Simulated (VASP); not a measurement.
Wanted: the native input for a VASP 6.6.1 run.

* Task: single point
* Functional: PBE
* Dispersion: D4
* Potentials or basis: VASP PAW PBE potentials, release 64 (Na_pv, Cl)
* Cutoff: 520 eV
* k mesh: 2 × 2 × 2
* Occupations: gaussian, width 0.1 eV
* Spin: no spin polarisation
* Dipole correction: no
* Further INCAR settings: ALGO = Normal; EDIFF = 1e-06; NBANDS = 14

The structure of NaCl lies in POSCAR:

```
NaCl
1.0
    3.5021900000      0.0000000000      0.0000000000
    0.0000000000      3.5021900000      0.0000000000
    0.0000000000      0.0000000000      3.5021900000
Na Cl
1 1
Direct
    0.0000000000      0.0000000000      0.0000000000
    0.5000000000      0.5000000000      0.5000000000
```

These files were run (other wordings do the same):

INCAR

```
SYSTEM = NaCl
PREC     = Accurate       ! precision mode
ENCUT    = 520            ! plane-wave cutoff, eV
EDIFF    = 1E-6           ! SCF threshold, eV
ISMEAR   = 0              ! smearing method
SIGMA    = 0.1            ! smearing width, eV
LREAL    = .False.        ! projectors in reciprocal space
LASPH    = .True.         ! aspherical terms in the spheres
NELM     = 60             ! most SCF steps
ALGO     = Normal         ! electronic algorithm
ISIF     = 2              ! what is computed and relaxed
LWAVE    = .False.        ! write WAVECAR
LCHARG   = .False.        ! write CHGCAR
GGA      = PE             ! functional
IVDW     = 13             ! dispersion correction
NBANDS   = 14             ! bands
```

KPOINTS

```
regular mesh
0
Gamma
  2 2 2
  0 0 0
```

Potentials or basis: VASP PAW PBE potentials, release 64 (Na_pv, Cl).

Launch:

```bash
$ cat potpaw_PBE.64/Na_pv/POTCAR potpaw_PBE.64/Cl/POTCAR > POTCAR
$ mpirun -np 1 vasp_std > vasp.out
```

Results of the run:

```yaml
Pressure: 3.1 GPa
Band_gap_on_the_k_mesh: 3.80 eV, indirect (least direct gap 4.30 eV)
Dispersion_energy_per_atom: -0.101 eV
```

Caveat: the k points lie up to 0.90 Å⁻¹ apart.

Run time: 2.7 s on 1 thread of Intel(R) Xeon(R) Platinum 8488C (Sapphire Rapids), with other jobs on the host, peak memory 0.14 GiB.
